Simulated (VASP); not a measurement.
# KRuSe3 (Pm-3m) in VASP: relaxation of cell and atoms with PBE

Aim: the relaxation of cell and atoms of KRuSe3 with PBE.

Everything below comes from runs of VASP 6.6.1. Logs are shortened: lines on timing, memory, paths and dates and some standing lists are left out, and cuts for length are marked.

## (1) The cell of the first run

It takes space group Pm-3m (No. 221, cubic). The conventional cell has a = 5.159 Å, b = 5.159 Å, c = 5.159 Å, α = 90.00°, β = 90.00°, γ = 90.00°. K (site symmetry m-3m) has 6 Se at 2.58 Å within 3.4 Å. Ru (site symmetry m-3m) has 12 Se at 3.65 Å and 8 K at 4.47 Å within 4.8 Å. Se (site symmetry 4/mmm) has 2 K at 2.58 Å within 3.4 Å.

## (2) Relaxation of cell and atoms, PBE, collinear spin, ferromagnetic start

Contents of INCAR:

```
SYSTEM = KRuSe3
PREC = Accurate
ENCUT = 600
EDIFF = 1E-6
ISMEAR = 0
SIGMA = 0.1
LREAL = .FALSE.
LASPH = .TRUE.
NELM = 150
ALGO = Normal
ISIF = 3
LWAVE = .FALSE.
LCHARG = .FALSE.
ISPIN = 2
MAGMOM = 0 1 0 0 0
LORBIT = 11
LMAXMIX = 4
GGA = PE
IBRION = 2
NSW = 90
EDIFFG = -0.04
```

Contents of KPOINTS:

```
regular mesh
0
G
  4 4 4
  0 0 0
```

Contents of POSCAR:

```
KRuSe3
1.0
    5.1589849100      0.0000000000      0.0000000000
    0.0000000000      5.1589849100      0.0000000000
    0.0000000000      0.0000000000      5.1589849100
K Ru Se
1 1 3
Direct
    0.0000000000      0.0000000000      0.0000000000
    0.5000000000      0.5000000000      0.5000000000
    0.5000000000      0.0000000000      0.0000000000
    0.0000000000      0.5000000000      0.0000000000
    0.0000000000      0.0000000000      0.5000000000
```

Potentials or basis: VASP PAW PBE potentials, release 64 (K_sv, Ru_pv, Se).

Command:

```bash
cat potpaw_PBE.64/K_sv/POTCAR potpaw_PBE.64/Ru_pv/POTCAR potpaw_PBE.64/Se/POTCAR > POTCAR
mpirun -np 1 vasp_std > vasp.out
```

OUTCAR:

```text
SYSTEM = KRuSe3
   PREC = Accurate
   ENCUT = 600
   EDIFF = 1E-6
   ISMEAR = 0
   LREAL = .FALSE.
   LASPH = .TRUE.
   NELM = 150
   ISIF = 3
   ISPIN = 2
   LORBIT = 11
   GGA = PE
   IBRION = 2
   NSW = 90
   EDIFFG = -0.04

 ion  position               nearest neighbor table
   1  0.000  0.000  0.000-   3 2.58   4 2.58   5 2.58   5 2.58   4 2.58   3 2.58
   2  0.500  0.500  0.500-
   3  0.500  0.000  0.000-   1 2.58   1 2.58
   4  0.000  0.500  0.000-   1 2.58   1 2.58
   5  0.000  0.000  0.500-   1 2.58   1 2.58

  LATTYP: Found a simple cubic cell.
 ALAT       =     5.1589849100

  Lattice vectors:

 A1 = (   5.1589849100,   0.0000000000,   0.0000000000)
 A2 = (   0.0000000000,   5.1589849100,   0.0000000000)
 A3 = (   0.0000000000,   0.0000000000,   5.1589849100)

Analysis of symmetry for initial positions (statically):
=====================================================================
 Subroutine PRICEL returns:
 Original cell was already a primitive cell.

 Routine SETGRP: Setting up the symmetry group for a
 simple cubic supercell.

 Subroutine GETGRP returns: Found 48 space group operations
 (whereof 48 operations were pure point group operations)
 out of a pool of 48 trial point group operations.

The static configuration has the point symmetry O_h .

Analysis of symmetry for dynamics (positions and initial velocities):
=====================================================================
 Subroutine PRICEL returns:
 Original cell was already a primitive cell.

 Routine SETGRP: Setting up the symmetry group for a
 simple cubic supercell.

 Subroutine GETGRP returns: Found 48 space group operations
 (whereof 48 operations were pure point group operations)
 out of a pool of 48 trial point group operations.

The dynamic configuration has the point symmetry O_h .

Analysis of structural, dynamic, and magnetic symmetry:
=====================================================================
 Subroutine PRICEL returns:
 Original cell was already a primitive cell.

 Routine SETGRP: Setting up the symmetry group for a
 simple cubic supercell.

 Subroutine GETGRP returns: Found 48 space group operations
 (whereof 48 operations were pure point group operations)
 out of a pool of 48 trial point group operations.

The overall configuration has the point symmetry O_h .

 Subroutine INISYM returns: Found 48 space group operations
 (whereof 48 operations are pure point group operations),
 and found     1 'primitive' translations

----------------------------------------------------------------------------------------
[... 103 lines left out ...]
     AMIX     =   0.40;   BMIX     =  1.00
     AMIX_MAG =   1.60;   BMIX_MAG =  1.00
  volume/ion in A,a.u.               =      27.46       185.32
  Fermi-wavevector in a.u.,A,eV,Ry     =   1.094221  2.067779 16.290533  1.197320
  Thomas-Fermi vector in A             =   2.230522
   LORBIT       =     11    0 simple, 1 ext, 2 COOP (PROOUT), +10 PAW based schemes
   GGA     = PE    functional components
   LHFCALC =     F    Hartree Fock is set to
   AEXX    =    0.0000 exact exchange contribution
   IVDW    =     0    specifies the selected vdW correction
   LEPSILON=     F    determine dielectric tensor
   LRPA    =     F    only Hartree local field effects (RPA)
 conjugate gradient relaxation of ions
 spin polarized calculation
 Gauss-broadening in eV      SIGMA  =   0.10
  energy-cutoff  :      600.00
  volume of cell :      137.31
 maximum number of plane-waves:      4632
 NGX is ok and might be reduce to    42
   NGX = 21   NGY = 21   NGZ = 21

--------------------------------------- Ionic step        1  -------------------------------------------

 number of electron      41.0000001 magnetization       2.5252914

 Free energy of the ion-electron system (eV)
  ---------------------------------------------------
  ext. energy  EPLUGINS =         0.00000000
  ---------------------------------------------------
  free energy    TOTEN  =       -11.79299373 eV

  energy without entropy =      -11.76530626  energy(sigma->0) =      -11.77915000

------------------------ aborting loop because EDIFF is reached ----------------------------------------

  FORCE on cell =-STRESS in cart. coord.  units (eV):
  Direction    XX          YY          ZZ          XY          YZ          ZX
  --------------------------------------------------------------------------------------
  -------------------------------------------------------------------------------------
  Total        4.5452499      4.5452499      4.5452499     -0.0000000     -0.0000000      0.0000000
  in kB       53.0365881     53.0365881     53.0365881     -0.0000000     -0.0000000      0.0000000
  external PRESSURE =      53.0365881 kB  Pullay stress =       0.0000000 kB
[... 149 lines left out ...]
 number of electron      41.0000020 magnetization       0.0019420

 number of electron      41.0000020 magnetization      -0.0001273

 Free energy of the ion-electron system (eV)
  ---------------------------------------------------
  ext. energy  EPLUGINS =         0.00000000
  ---------------------------------------------------
  free energy    TOTEN  =       -11.19751842 eV

  energy without entropy =      -11.12199234  energy(sigma->0) =      -11.15975538

 E-fermi :   0.7578     XC(G=0):  -8.4888

 val. band max:        0.7472485527   @ k =   0.5000   0.2500   0.0000
 cond. band min:       0.7828155564   @ k =   0.2500   0.0000   0.0000
 fundamental gap:      0.0355670037
 Fermi energy:         0.7577840674

 spin component 1

 k-point     1 :       0.0000    0.0000    0.0000
  band No.  band energies     occupation
      1     -40.8427      1.00000
      2     -40.8427      1.00000
      3     -40.8427      1.00000
      4     -27.3189      1.00000
      5     -11.2487      1.00000
      6     -11.2487      1.00000
[... 269 lines left out ...]
     24       1.1925      0.00000
     25       1.8197      0.00000
 Fermi energy:         0.7577840674

 spin component 2

 k-point     1 :       0.0000    0.0000    0.0000
  band No.  band energies     occupation
      1     -40.8428      1.00000
      2     -40.8428      1.00000
      3     -40.8428      1.00000
      4     -27.3189      1.00000
      5     -11.2487      1.00000
      6     -11.2487      1.00000
[... 301 lines left out ...]
  FREE ENERGIE OF THE ION-ELECTRON SYSTEM (eV)
  ---------------------------------------------------
  free  energy   TOTEN  =       -11.1975184238 eV

  energy  without entropy=      -11.1219923397  energy(sigma->0) =      -11.15975538

 reached required accuracy - stopping structural energy minimisation

 total charge

# of ion       s       p       d       tot
------------------------------------------
    1        2.001   5.595   0.166   7.762
    2        0.085   5.989   6.014  12.088
    3        1.506   2.154   0.008   3.668
    4        1.506   2.154   0.008   3.668
    5        1.506   2.154   0.008   3.668
--------------------------------------------------
tot          6.602  18.046   6.205  30.853

 magnetization (x)

# of ion       s       p       d       tot
------------------------------------------
    1       -0.000   0.000   0.000   0.000
    2        0.000  -0.000  -0.000  -0.000
    3       -0.000  -0.000  -0.000  -0.000
    4       -0.000  -0.000  -0.000  -0.000
    5       -0.000  -0.000  -0.000  -0.000
--------------------------------------------------
tot         -0.000  -0.000  -0.000  -0.000
```

OSZICAR:

```text
N       E                     dE             d eps       ncg     rms          rms(c)
DAV:   1     0.316419379569E+03    0.31642E+03   -0.22072E+04  1120   0.166E+03
DAV:   2     0.687198236801E+01   -0.30955E+03   -0.30441E+03  1298   0.362E+02
DAV:   3    -0.153694613493E+02   -0.22241E+02   -0.21587E+02  1184   0.788E+01
DAV:   4    -0.164347085921E+02   -0.10652E+01   -0.10526E+01  1561   0.154E+01
[... 108 lines left out ...]
DAV:  12    -0.111975655651E+02    0.90711E-04   -0.89471E-04  1000   0.750E-02    0.399E-02
DAV:  13    -0.111975114488E+02    0.54116E-04   -0.15424E-03  1016   0.953E-02    0.464E-02
DAV:  14    -0.111975222550E+02   -0.10806E-04   -0.84685E-05  1024   0.471E-02    0.269E-02
DAV:  15    -0.111975194063E+02    0.28487E-05   -0.65402E-06   639   0.106E-02    0.112E-02
DAV:  16    -0.111975184238E+02    0.98248E-06   -0.59433E-06   504   0.707E-03
   5 F= -.11197518E+02 E0= -.11159755E+02  d E =0.595475E+00  mag=    -0.0001
```

CONTCAR:

```text
KRuSe3
   1.00000000000000
     5.4090108201212459    0.0000000000000000    0.0000000000000000
    -0.0000000000000000    5.4090108201212459    0.0000000000000000
    -0.0000000000000000   -0.0000000000000000    5.4090108201212459
  K               Ru              Se
     1     1     3
Direct
     0.0000000000000000    0.0000000000000000    0.0000000000000000
     0.5000000000000000    0.5000000000000000    0.5000000000000000
     0.5000000000000000    0.0000000000000000    0.0000000000000000
     0.0000000000000000    0.5000000000000000    0.0000000000000000
     0.0000000000000000    0.0000000000000000    0.5000000000000000

  0.00000000E+00  0.00000000E+00  0.00000000E+00
  0.00000000E+00  0.00000000E+00  0.00000000E+00
  0.00000000E+00  0.00000000E+00  0.00000000E+00
  0.00000000E+00  0.00000000E+00  0.00000000E+00
  0.00000000E+00  0.00000000E+00  0.00000000E+00
```

It took 11 min on 1 thread of Intel Xeon Platinum 8259CL at 2.50GHz (Skylake/Cascade Lake), shared host; peak memory 0.37 GiB.

What came out:

| Property | Result |
| --- | --- |
| Free energy | -11.1975 eV |
| Relaxed volume | 31.65 Å³/atom |
| Relaxed cell | a = 5.409 Å, b = 5.409 Å, c = 5.409 Å, α = 90.00°, β = 90.00°, γ = 90.00° |
| Space group after relaxing (to 0.05 Å) | Pm-3m (No. 221) |
| Energy gained by relaxing | -119.1 meV/atom |
| Ionic steps | 5 |
| Pressure after relaxing | -0.1 GPa |
| Net moment | 0.00 μB per cell |
| Valence electrons inside the program's atomic spheres | K 7.76; Ru 12.09; Se 3.67 |

Step by step:
| step | energy change (eV) | largest force (eV/Å) | pressure (GPa) | volume (Å³) |
| --- | --- | --- | --- | --- |
| 1 | 0.0000 | 0.0000 | 5.30 | 137.31 |
| 2 | 0.4909 | 0.0000 | 0.98 | 156.18 |
| 3 | 0.6009 | 0.0000 | -0.44 | 161.46 |
| 4 | 0.5972 | 0.0000 | -0.23 | 159.78 |
| 5 | 0.5955 | 0.0000 | -0.10 | 158.25 |

Final structure:
```xyz
5
Lattice="5.4090 0.0000 0.0000 0.0000 5.4090 0.0000 0.0000 0.0000 5.4090" Properties=species:S:1:pos:R:3 pbc="T T T"
K     0.0000    0.0000    0.0000
Ru    2.7045    2.7045    2.7045
Se    2.7045    0.0000    0.0000
Se    0.0000    2.7045    0.0000
Se    0.0000    0.0000    2.7045
```

Levels at points of the mesh, in eV from the Fermi level:
Spin up:
```tsv
k point	band 19	band 20	band 21	band 22	band 23	band 24
(0.00, 0.00, 0.00)	-0.32	-0.32	-0.32	0.61	0.61	0.61
(0.50, 0.00, 0.00)	-0.23	0.09	0.09	0.31	0.54	0.54
(0.50, 0.50, 0.00)	-0.21	-0.18	-0.07	0.24	0.24	0.63
(0.50, 0.50, 0.50)	-0.29	-0.20	-0.20	0.43	0.43	0.43
```
Spin down:
| k point | band 17 | band 18 | band 19 | band 20 | band 21 | band 22 | band 23 | band 24 | band 25 |
| --- | --- | --- | --- | --- | --- | --- | --- | --- | --- |
| (0.00, 0.00, 0.00) | -0.34 | -0.34 | -0.32 | -0.32 | -0.32 | 0.61 | 0.61 | 0.61 | 0.83 |
| (0.50, 0.00, 0.00) | -1.14 | -0.30 | -0.23 | 0.09 | 0.09 | 0.31 | 0.54 | 0.54 | 2.85 |
| (0.50, 0.50, 0.00) | -0.77 | -0.37 | -0.21 | -0.18 | -0.07 | 0.24 | 0.24 | 0.63 | 2.58 |
| (0.50, 0.50, 0.50) | -0.29 | -0.29 | -0.29 | -0.20 | -0.20 | 0.43 | 0.43 | 0.43 | 1.06 |

Caveat: the volume moved by over 15 % at a fixed basis, so the end points are rough.
